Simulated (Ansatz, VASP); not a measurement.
One calculation of Mg2CuSb2, two programs

The input INCAR:

```
PREC = Accurate
ENCUT = 520
EDIFF = 1E-6
ISMEAR = -1
SIGMA = 0.1
LREAL = False
LASPH = True
NELM = 80
ALGO = Normal
ISIF = 2
LWAVE = False
LCHARG = False
GGA = PE
NBANDS = 20
```

File KPOINTS:

```
Automatic mesh
0
Gamma
  9 9 5
```

POSCAR

```
Mg2CuSb2
1.0
    4.4131150000      0.0000000000      0.0000000000
   -2.2065570000      3.8218730000      0.0000000000
    0.0000000000      0.0000000000      7.3970370000
Sb Mg Cu
2 2 1
Direct
    0.3333000000      0.6667000000      0.2600000000
    0.6667000000      0.3333000000      0.7400000000
    0.3333000000      0.6667000000      0.6200000000
    0.6667000000      0.3333000000      0.3800000000
    0.0000000000      0.0000000000      0.0000000000
```

Input for Ansatz:

```yaml
crystal:
  lattice:
    - [4.413115, 0.0, 0.0]
    - [-2.206557, 3.821873, 0.0]
    - [0.0, 0.0, 7.397037]
  atoms:
    - { symbol: Sb, position: [0.3333, 0.6667, 0.26] }
    - { symbol: Sb, position: [0.6667, 0.3333, 0.74] }
    - { symbol: Mg, position: [0.3333, 0.6667, 0.62] }
    - { symbol: Mg, position: [0.6667, 0.3333, 0.38] }
    - { symbol: Cu, position: [0.0, 0.0, 0.0] }
  symmetry: { tolerance: 0.0003 }
kpoints:
  mp_grid: { grid: [9, 9, 5], shift: [0, 0, 0] }
  band_path:
    path:
      - [0.0, 0.0, 0.0]
      - [0.5, 2.7e-07, 0.0]
      - [0.33333333, 0.33333361, 0.0]
      - [0.0, 0.0, 0.0]
      - [0.0, 0.0, 0.5]
      - [0.5, 2.7e-07, 0.5]
      - [0.33333333, 0.33333361, 0.5]
      - [0.0, 0.0, 0.5]
      - [0.5, 2.7e-07, 0.5]
      - [0.5, 2.7e-07, 0.0]
      - [0.33333333, 0.33333361, 0.5]
    npoints: 6
magnetization:
  spin_polarized: false
scf:
  occupations: { method: fermi_dirac }
  lower_state_search: "off"
  max_iter: 200
hamiltonian:
  pseudopotentials: { kind: paw }
  xc: pbe
basis:
  ecutwfc: 420
  fft_grid_basis: typed
output:
  forces: true
  stress: true
  eigenvalues: true
  bader: true
  populations: true
  elf: true
  write_potential: true
  volumetric_format: npy
  dos:
    e_range: [-12, 8]
    de: 0.05
    projected: { site_lists: { Cu: [Cu], Mg: [Mg], Sb: [Sb] } }
checkpoint:
  read: saved_state
```

Alike in both runs: task single point; functional PBE; k mesh 9 × 9 × 5; no spin polarisation.

```csv
,VASP,Ansatz
version,VASP 6.6.1,Ansatz 0.2.0
potentials or method,"VASP PAW PBE potentials, release 64 (Sb, Mg, Cu), cutoff 520 eV",PAW plane waves
occupations,"fermi-dirac, width 0.1 eV",fermi-dirac
valence electrons in the cell,25,69
```

VASP gave:

- pressure (GPa): 4.7
- traceless stress, the component that is largest in VASP (GPa): -0.73
- rms of the force components (eV/Å): 0.977

**Question.** Estimate Ansatz's values.

**Answer.** Pressure (GPa): 4.5; traceless stress, the component that is largest in VASP (GPa): -0.77; rms of the force components (eV/Å): 0.966.

Atom by atom the forces differ by 0.011 eV/Å (rms over components). VASP's potentials hold 25 valence electrons a cell and Ansatz's 69, so a difference there can come from the potentials and not from the codes. Ansatz's warnings: structure snapped to symmetry.

Spin-orbit coupling is off throughout.
